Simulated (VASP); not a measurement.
# W (R-3m) in VASP: a series of runs

W is run at these levels: LDA; tasks: single point.

Program: VASP 6.6.1. These are calculated values, not measurements. Logs are shortened: lines on timing, memory, paths and dates and some standing lists are left out, and cuts for length are marked.

## Step 1: The cell of the first run

It takes space group R-3m (No. 166, trigonal). Conventional cell: a = 4.541 Å, b = 4.541 Å, c = 2.280 Å, α = 90.00°, β = 90.00°, γ = 120.00°. Within 3.1 Å of W (site symmetry -3m) lie 14 W at 2.28 to 3.03 Å.

## Step 2: Single point, LDA (13.57 Å³/atom)

Contents of INCAR:

```
PREC = Accurate
ENCUT = 520
EDIFF = 1E-6
ISMEAR = 0
SIGMA = 0.15
LREAL = F
LASPH = T
NELM = 60
ALGO = Fast
ISIF = 2
LWAVE = F
LCHARG = T
GGA = CA
LELF = T
LVHAR = T
NBANDS = 13
```

Contents of KPOINTS:

```
Automatic mesh
0
Gamma
  22 22 22
```

Contents of POSCAR:

```
W
1.0
   -1.7016277416      1.5090916048      1.5090916048
    1.5090916048     -1.7016277416      1.5090916048
    1.5090916048      1.5090916048     -1.7016277416
W
1
Direct
    0.0000000000      0.0000000000      0.0000000000
```

Potentials or basis: VASP PAW LDA potentials, release 64 (W_sv).

The run is started by

```bash
$ cat potpaw_LDA.64/W_sv/POTCAR > POTCAR
$ mpirun -np 1 vasp_std > vasp.out
```

OUTCAR:

```text
PREC = Accurate
   ENCUT = 520
   EDIFF = 1E-6
   ISMEAR = 0
   LREAL = F
   LASPH = T
   NELM = 60
   ISIF = 2
   GGA = CA

 ion  position               nearest neighbor table
   1  0.000  0.000  0.000-

  LATTYP: Found a trigonal (rhomboedric) cell.
 ALAT       =     2.7295149595
 COS(alpha) =    -0.3836738462

  Lattice vectors:

 A1 = (  -1.7016277416,   1.5090916048,   1.5090916048)
 A2 = (   1.5090916048,  -1.7016277416,   1.5090916048)
 A3 = (   1.5090916048,   1.5090916048,  -1.7016277416)

Analysis of symmetry for initial positions (statically):
=====================================================================
 Subroutine PRICEL returns:
 Original cell was already a primitive cell.

 Routine SETGRP: Setting up the symmetry group for a
 trigonal (rhombohedral) supercell.

 Subroutine GETGRP returns: Found 12 space group operations
 (whereof 12 operations were pure point group operations)
 out of a pool of 12 trial point group operations.

The static configuration has the point symmetry D_3d.

Analysis of symmetry for dynamics (positions and initial velocities):
=====================================================================
 Subroutine PRICEL returns:
 Original cell was already a primitive cell.

 Routine SETGRP: Setting up the symmetry group for a
 trigonal (rhombohedral) supercell.

 Subroutine GETGRP returns: Found 12 space group operations
 (whereof 12 operations were pure point group operations)
 out of a pool of 12 trial point group operations.

The dynamic configuration has the point symmetry D_3d.

 Subroutine INISYM returns: Found 12 space group operations
 (whereof 12 operations are pure point group operations),
 and found     1 'primitive' translations

----------------------------------------------------------------------------------------

                                     Primitive cell

  volume of cell :      13.5720

  direct lattice vectors                    reciprocal lattice vectors
    -1.701627742  1.509091605  1.509091605     0.045548151  0.357004834  0.357004834
     1.509091605 -1.701627742  1.509091605     0.357004834  0.045548151  0.357004834
     1.509091605  1.509091605 -1.701627742     0.357004834  0.357004834  0.045548151

  length of vectors
     2.729514960  2.729514960  2.729514960     0.506931492  0.506931492  0.506931492

  position of ions in fractional coordinates (direct lattice)
     0.000000000  0.000000000  0.000000000

  ion indices of the primitive-cell ions
   primitive index   ion index
                 1           1

----------------------------------------------------------------------------------------

 KPOINTS: Automatic mesh

Automatic generation of k-mesh.
 Grid dimensions read from file:
 generate k-points for:   22   22   22

 Generating k-lattice:

  Cartesian coordinates                     Fractional coordinates (reciprocal lattice)
     0.002070370  0.016227492  0.016227492     0.045454545  0.000000000  0.000000000
     0.016227492  0.002070370  0.016227492     0.000000000  0.045454545  0.000000000
     0.016227492  0.016227492  0.002070370     0.000000000  0.000000000  0.045454545

  Length of vectors
     0.023042341  0.023042341  0.023042341

  Shift w.r.t. Gamma in fractional coordinates (k-lattice)
     0.000000000  0.000000000  0.000000000

 Subroutine IBZKPT returns following result:
 ===========================================

 Found   1024 irreducible k-points:

 Following reciprocal coordinates:
            Coordinates               Weight
  0.000000  0.000000  0.000000      1.000000
  0.045455 -0.000000 -0.000000      6.000000
  0.090909 -0.000000 -0.000000      6.000000
  0.136364  0.000000  0.000000      6.000000
  0.181818 -0.000000 -0.000000      6.000000
  0.227273  0.000000  0.000000      6.000000
[... 16 lines left out ...]
  0.500000  0.045455 -0.000000     12.000000
 -0.454545  0.045455  0.000000     12.000000
 [... further k-points ...]
   k-points           NKPTS =   1024   k-points in BZ     NKDIM =   1024   number of bands    NBANDS=     13
   number of dos      NEDOS =    301   number of ions     NIONS =      1
   total plane-waves  NPLWV =   8000
   dimension x,y,z NGX =    20 NGY =   20 NGZ =   20
   dimension x,y,z NGXF=    40 NGYF=   40 NGZF=   40
   ions per type =               1
   NGX,Y,Z   is equivalent  to a cutoff of  12.18, 12.18, 12.18 a.u.
   NGXF,Y,Z  is equivalent  to a cutoff of  24.36, 24.36, 24.36 a.u.
 SYSTEM =  unknown system
   PREC   = accura    normal or accurate (medium, high low for compatibility)
   ISTART =      0    job   : 0-new  1-cont  2-samecut
   ICHARG =      2    charge: 1-file 2-atom 10-const
   ISPIN  =      1    spin polarized calculation?
   LNONCOLLINEAR =      F non collinear calculations
   LSORBIT =      F    spin-orbit coupling
   LASPH  =      T    aspherical Exc in radial PAW
   ENCUT  =  520.0 eV  38.22 Ry    6.18 a.u.   5.08  5.08  5.08*2*pi/ulx,y,z
   NELM   =     60;   NELMIN=  2; NELMDL= -5     # of ELM steps
   EDIFF  = 0.1E-05   stopping-criterion for ELM
   LREAL  =      F    real-space projection
   EDIFFG = 0.1E-04   stopping-criterion for IOM
   NSW    =      0    number of steps for IOM
   IBRION =     -1    ionic relax: 0-MD 1-quasi-New 2-CG
   NFREE  =      0    steps in history (QN), initial steepest desc. (CG)
   ISIF   =      2    stress and relaxation
   ISYM   =      2    0-nonsym 1-usesym 2-fastsym
   POTIM  = 0.5000    time-step for ionic-motion
   TEBEG  =    0.0;   TEEND  =   0.0 temperature during run
   PSTRESS=    0.0 pullay stress
   NELECT =      14.0000    total number of electrons
   NUPDOWN=      -1.0000    fix difference up-down
   EMIN   =  10.00;   EMAX   =-10.00  energy-range for DOS
   EFERMI =   0.00;   METHOD = LEGACY
   ISMEAR =     0;   SIGMA  =   0.15  broadening in eV -4-tet -1-fermi 0-gaus
   EFERMI_NEDOS =   21; number of points for ismear=-14 and -15
   IALGO  =     68    algorithm
   IMIX   =      4    mixing-type and parameters
     AMIX     =   0.40;   BMIX     =  1.00
     AMIX_MAG =   1.60;   BMIX_MAG =  1.00
  volume/ion in A,a.u.               =      13.57        91.59
  Fermi-wavevector in a.u.,A,eV,Ry     =   1.654130  3.125852 37.227514  2.736145
  Thomas-Fermi vector in A             =   2.742450
   LORBIT       =      0    0 simple, 1 ext, 2 COOP (PROOUT), +10 PAW based schemes
   GGA     = CA    functional components
   LHFCALC =     F    Hartree Fock is set to
   AEXX    =    0.0000 exact exchange contribution
   IVDW    =     0    specifies the selected vdW correction
   LEPSILON=     F    determine dielectric tensor
   LRPA    =     F    only Hartree local field effects (RPA)
 non-spin polarized calculation
 RMM-DIIS sequential band-by-band and
 Gauss-broadening in eV      SIGMA  =   0.15
  energy-cutoff  :      520.00
  volume of cell :       13.57
 maximum number of plane-waves:       381
   NGX = 11   NGY = 11   NGZ = 11

 number of electron      13.9999998 magnetization

 Free energy of the ion-electron system (eV)
  ---------------------------------------------------
  ext. energy  EPLUGINS =         0.00000000
  ---------------------------------------------------
  free energy    TOTEN  =       -13.08437885 eV

  energy without entropy =      -13.07946266  energy(sigma->0) =      -13.08192075

 E-fermi :  13.8483     XC(G=0): -14.6771

 val. band max:       13.8381777802   @ k =   0.5000   0.1364   0.0455
 cond. band min:      13.8502541668   @ k =  -0.3182   0.3182   0.3182
 fundamental gap:      0.0120763866
 Fermi energy:        13.8482729259

 k-point     1 :       0.0000    0.0000    0.0000
  band No.  band energies     occupation
      1     -60.0511      2.00000
      2     -23.7783      2.00000
      3     -23.7783      2.00000
      4     -22.4692      2.00000
      5       3.4727      2.00000
      6       9.4168      2.00000
      7      12.3211      2.00000
      8      12.3211      2.00000
      9      17.9764      0.00000
     10      17.9764      0.00000
     11      26.1688      0.00000
     12      30.3247      0.00000
     13      30.3247      0.00000

 k-point     2 :       0.0455   -0.0000   -0.0000
  band No.  band energies     occupation
      1     -60.0395      2.00000
      2     -23.7877      2.00000
      3     -23.7727      2.00000
      4     -22.5705      2.00000
      5       3.6136      2.00000
      6       9.6010      2.00000
      7      12.2850      2.00000
      8      12.3940      2.00000
      9      17.6036      0.00000
     10      17.7780      0.00000
     11      26.3181      0.00000
     12      30.7037      0.00000
     13      30.8465      0.00000

 k-point     3 :       0.0909   -0.0000   -0.0000
  band No.  band energies     occupation
      1     -60.0055      2.00000
      2     -23.8163      2.00000
      3     -23.7563      2.00000
      4     -22.8587      2.00000
      5       4.0154      2.00000
      6      10.1465      2.00000
      7      12.1756      2.00000
      8      12.6123      2.00000
      9      16.6703      0.00000
     10      17.2688      0.00000
     11      26.7517      0.00000
     12      31.7475      0.00000
     13      32.1982      0.00000

 k-point     4 :       0.1364    0.0000    0.0000
  band No.  band energies     occupation
      1     -59.9515      2.00000
      2     -23.8693      2.00000
      3     -23.7305      2.00000
      4     -23.2875      2.00000
      5       4.6206      2.00000
      6      11.0180      2.00000
      7      11.9877      2.00000
      8      12.9769      2.00000
      9      15.5270      0.00000
     10      16.6315      0.00000
     11      27.4196      0.00000
     12      33.2097      0.00000
     13      33.8862      0.00000

 k-point     5 :       0.1818   -0.0000   -0.0000
  band No.  band energies     occupation
      1     -59.8816      2.00000
      2     -24.0199      2.00000
      3     -23.7278      2.00000
      4     -23.6971      2.00000
      5       5.3427      2.00000
      6      11.7119      2.00000
      7      12.0651      2.00000
      8      13.5162      1.99826
      9      14.5238      0.00000
     10      16.0384      0.00000
     11      28.2032      0.00000
     12      34.3456      0.00000
     13      34.9756      0.00000
[... 257 lines left out ...]
 k-point    22 :       0.4545    0.0455   -0.0000
  band No.  band energies     occupation
      1     -59.4568      2.00000
      2     -26.6564      2.00000
      3     -24.1049      2.00000
      4     -23.5072      2.00000
      5       6.4394      2.00000
      6       9.4894      2.00000
      7      15.1251      0.00000
      8      15.5787      0.00000
      9      16.7776      0.00000
     10      21.2697      0.00000
     11      25.0281      0.00000
     12      31.7924      0.00000
     13      33.1908      0.00000

 k-point    23 :       0.5000    0.0455   -0.0000
  band No.  band energies     occupation
      1     -59.4658      2.00000
      2     -26.5918      2.00000
      3     -24.1298      2.00000
      4     -23.5168      2.00000
      5       6.4532      2.00000
      6       9.5231      2.00000
      7      15.1102      0.00000
      8      15.6298      0.00000
      9      16.9680      0.00000
     10      21.0052      0.00000
     11      25.1027      0.00000
     12      30.8884      0.00000
     13      33.1839      0.00000

 k-point    24 :      -0.4545    0.0455    0.0000
  band No.  band energies     occupation
      1     -59.4987      2.00000
      2     -26.3886      2.00000
      3     -24.1401      2.00000
      4     -23.5373      2.00000
      5       6.5866      2.00000
      6       9.6825      2.00000
      7      14.4039      0.00000
      8      15.7175      0.00000
      9      16.9367      0.00000
     10      20.5003      0.00000
     11      25.5853      0.00000
     12      29.8198      0.00000
     13      33.7043      0.00000

 [... further k-points ...]

------------------------ aborting loop because EDIFF is reached ----------------------------------------

  FORCE on cell =-STRESS in cart. coord.  units (eV):
  Direction    XX          YY          ZZ          XY          YZ          ZX
  --------------------------------------------------------------------------------------
  -------------------------------------------------------------------------------------
  Total        6.3934463      6.3934463      6.3934463      4.1564616      4.1564616      4.1564616
  in kB      754.7476222    754.7476222    754.7476222    490.6711235    490.6711235    490.6711235
  external PRESSURE =     754.7476222 kB  Pullay stress =       0.0000000 kB

 VOLUME and BASIS-vectors are now :
 -----------------------------------------------------------------------------
  energy-cutoff  :      520.00
  volume of cell :       13.57
      direct lattice vectors                 reciprocal lattice vectors
    -1.701627742  1.509091605  1.509091605     0.045548151  0.357004834  0.357004834
     1.509091605 -1.701627742  1.509091605     0.357004834  0.045548151  0.357004834
     1.509091605  1.509091605 -1.701627742     0.357004834  0.357004834  0.045548151

 POSITION                                       TOTAL-FORCE (eV/Angst)
 -----------------------------------------------------------------------------------
      0.00000      0.00000      0.00000         0.000000     -0.000000      0.000000
 -----------------------------------------------------------------------------------
    total drift:                                0.000000     -0.000000     -0.000000

  FREE ENERGIE OF THE ION-ELECTRON SYSTEM (eV)
  ---------------------------------------------------
  free  energy   TOTEN  =       -13.0843788491 eV

  energy  without entropy=      -13.0794626572  energy(sigma->0) =      -13.08192075
```

Wall time 1.7 min (1 thread of Intel Xeon 6975P-C (Granite Rapids), shared host); peak memory 0.26 GiB.

Results:

```
Free energy            : -13.0844 eV
Pressure               : 75.5 GPa
Band gap on the k mesh : zero (bands 7 and 8 overlap by 6.05 eV)
```

Levels at points of the mesh, in eV from the Fermi level:
| k point | band 4 | band 5 | band 6 | band 7 | band 8 | band 9 | band 10 | band 11 |
| --- | --- | --- | --- | --- | --- | --- | --- | --- |
| (0.00, 0.00, 0.00) | -36.32 | -10.38 | -4.43 | -1.53 | -1.53 | 4.13 | 4.13 | 12.32 |
| (0.50, 0.00, 0.00) | -37.34 | -7.50 | -4.37 | 1.65 | 1.90 | 2.72 | 7.20 | 10.98 |
| (0.50, 0.50, 0.00) | -36.41 | -7.47 | -5.47 | 0.31 | 4.54 | 4.84 | 6.77 | 11.20 |
| (0.50, 0.50, 0.50) | -38.23 | -7.46 | -7.46 | 4.52 | 4.52 | 8.62 | 8.75 | 8.75 |

Caveat: the cell stands under pressure; spin-orbit coupling is left out, which moves the levels of the heavy elements.

## Step 3: Single point, LDA (16.04 Å³/atom)

This run uses another cell than the first one, of 16.04 Å³/atom.

Contents of INCAR:

```
SYSTEM = W
PREC     = Accurate       ! precision mode
ENCUT    = 520            ! plane-wave cutoff, eV
EDIFF    = 1E-6           ! SCF threshold, eV
ISMEAR   = 0              ! smearing method
SIGMA    = 0.15           ! smearing width, eV
LREAL    = .FALSE.        ! projectors in reciprocal space
LASPH    = .TRUE.         ! aspherical terms in the spheres
NELM     = 80             ! most SCF steps
ALGO     = Fast           ! electronic algorithm
ISIF     = 2              ! what is computed and relaxed
LWAVE    = .FALSE.        ! write WAVECAR
LCHARG   = .FALSE.        ! write CHGCAR
GGA      = CA             ! functional
NBANDS   = 13             ! bands
```

Contents of KPOINTS:

```
regular mesh
0
G
  22 22 22
  0 0 0
```

Contents of POSCAR:

```
W
1.0
   -1.7990838081      1.5955206916      1.5955206916
    1.5955206916     -1.7990838081      1.5955206916
    1.5955206916      1.5955206916     -1.7990838081
W
1
Direct
    0.0000000000      0.0000000000      0.0000000000
```

Potentials or basis: VASP PAW LDA potentials, release 64 (W_sv).

The run is started by

```bash
$ cat potpaw_LDA.64/W_sv/POTCAR > POTCAR
$ mpirun -np 1 vasp_std > vasp.out
```

It took 2.3 min on 1 thread of AMD EPYC 9R45 (Zen 5), shared host; peak memory 0.27 GiB.

It converged, with:

* Free energy: -13.5996 eV
* Pressure: 1.2 GPa
* Band gap on the k mesh: zero (bands 7 and 8 overlap by 4.77 eV)

Stress tensor (GPa, compression positive):
```
 1.21 28.69 28.69
28.69  1.21 28.69
28.69 28.69  1.21
```

Levels at points of the mesh, in eV from the Fermi level:
```csv
k point,band 5,band 6,band 7,band 8,band 9,band 10
"(0.00, 0.00, 0.00)",-9.47,-3.65,-1.12,-1.12,3.45,3.45
"(0.50, 0.00, 0.00)",-6.14,-3.42,1.32,1.58,2.01,5.70
"(0.50, 0.50, 0.00)",-6.41,-4.46,-0.24,3.71,3.87,5.42
"(0.50, 0.50, 0.50)",-5.92,-5.92,3.65,3.65,6.89,7.75
```

Caveat: spin-orbit coupling is left out, which moves the levels of the heavy elements.

## Step 4: Single point, LDA (16.04 Å³/atom)

This run uses another cell than the first one, of 16.04 Å³/atom.

Contents of INCAR:

```
SYSTEM = W
  ALGO = Fast
  EDIFF = 1E-6
  ENCUT = 520
  ISIF = 2
  ISMEAR = 0
  LASPH = .TRUE.
  LCHARG = .FALSE.
  LREAL = .FALSE.
  LWAVE = .FALSE.
  NBANDS = 13
  NELM = 80
  PREC = Accurate
  SIGMA = 0.15
```

Contents of KPOINTS:

```
k-points
0
G
  22 22 22
  0 0 0
```

Contents of POSCAR:

```
W
1.0
   -0.9497020262      1.6560287938      1.6560287938
    1.6560287938     -0.9497020262      1.6560287938
    1.6560287938      1.6560287938     -0.9497020262
W
1
Direct
    0.0000000000      0.0000000000      0.0000000000
```

The run is started by

```bash
$ cat potpaw_LDA.64/W_sv/POTCAR > POTCAR
$ mpirun -np 1 vasp_std > vasp.out
```

It took 94 s on 1 thread of AMD EPYC 9R45 (Zen 5), shared host; peak memory 0.25 GiB.

The run converged. Its results:

| Property | Result |
| --- | --- |
| Free energy | -12.6198 eV |
| Pressure | 24.3 GPa |
| Band gap on the k mesh | zero (bands 7 and 8 overlap by 3.26 eV) |

Stress tensor (GPa, compression positive):
```
24.27 -8.12 -8.12
-8.12 24.27 -8.12
-8.12 -8.12 24.27
```

Levels at points of the mesh, in eV from the Fermi level:
```csv
k point,band 3,band 4,band 5,band 6,band 7,band 8,band 9,band 10,band 11,band 12
"(0.00, 0.00, 0.00)",-37.23,-37.23,-9.22,-5.03,-5.03,5.09,5.45,5.45,15.14,15.14
"(0.50, 0.00, 0.00)",-37.17,-37.06,-5.52,-3.99,-0.57,0.92,1.19,5.83,10.97,14.21
"(0.50, 0.50, 0.00)",-38.82,-36.96,-6.65,-3.33,1.68,2.14,4.82,6.37,8.72,15.77
"(0.50, 0.50, 0.50)",-38.72,-38.51,-5.09,-5.09,-3.94,7.05,9.02,9.02,12.64,12.64
```

Caveat: the cell stands under pressure; spin-orbit coupling is left out, which moves the levels of the heavy elements.

## Step 5: The runs side by side

```csv
cell,gap on the mesh (eV),pressure (GPa)
"a = 2.730 Å, angles 112.6°, 1 atom",none,75.5
"a = 2.886 Å, angles 112.6°, 1 atom",none,1.2
"a = 2.527 Å, angles 93.6°, 1 atom",none,24.3
```

Alike in all rows: task single point; level LDA; potentials or basis VASP PAW LDA potentials, release 64 (W_sv); no spin polarisation; k mesh 22 × 22 × 22; cutoff (eV) 520; smearing gaussian 0.15 eV.

Caveats: spin-orbit coupling is left out, which moves the levels of the heavy elements; the cell stands under pressure (at least some runs).

Absolute energies hang on the potentials; compare differences alone.
